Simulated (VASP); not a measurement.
Runs of VASP 6.6.1 on KCl. The structure is that of space group Pm-3m (No. 221), or close to it. The cells are those of the table. 

```tsv
task	cell	cutoff (eV)	gap on the mesh (eV)	pressure (GPa)
electric field gradients	a = 3.670, b = 3.670, c = 3.634 Å, 2 atoms	520	5.25	1.7
electric field gradients	a = 3.705 Å, 2 atoms	400	5.10	(b)
single point	a = 3.622 Å, 2 atoms	520	(a)	2.7
single point	a = 3.560 Å, 2 atoms	520	5.74	4.7
single point	a = 3.598, b = 3.598, c = 3.634 Å, 2 atoms	520	5.48	3.1
electric field gradients	a = 3.634 Å, angles 88.8°, 2 atoms	520	5.40	2.4
single point	a = 3.646 Å, 2 atoms	520	(c)	2.0
electric field gradients	a = 3.560 Å, 2 atoms	520	5.74	4.7
electric field gradients	a = 3.707, b = 3.707, c = 3.634 Å, 2 atoms	520	5.12	1.2
electric field gradients	a = 3.634 Å, 2 atoms	520	5.40	2.4
```

Alike in all rows: level PBEsol; potentials or basis VASP PAW PBE potentials, release 64 (K_sv, Cl); no spin polarisation; k mesh 7 × 7 × 7; smearing fermi-dirac 0.02 eV.

Problem. Estimate the missing entries.

Solution. (a) 5.45; (b) 0.7; (c) 5.34.

Caveats: the PAW data sets were made with another functional, which shifts forces and pressure a little.

A k mesh can miss the band edges.
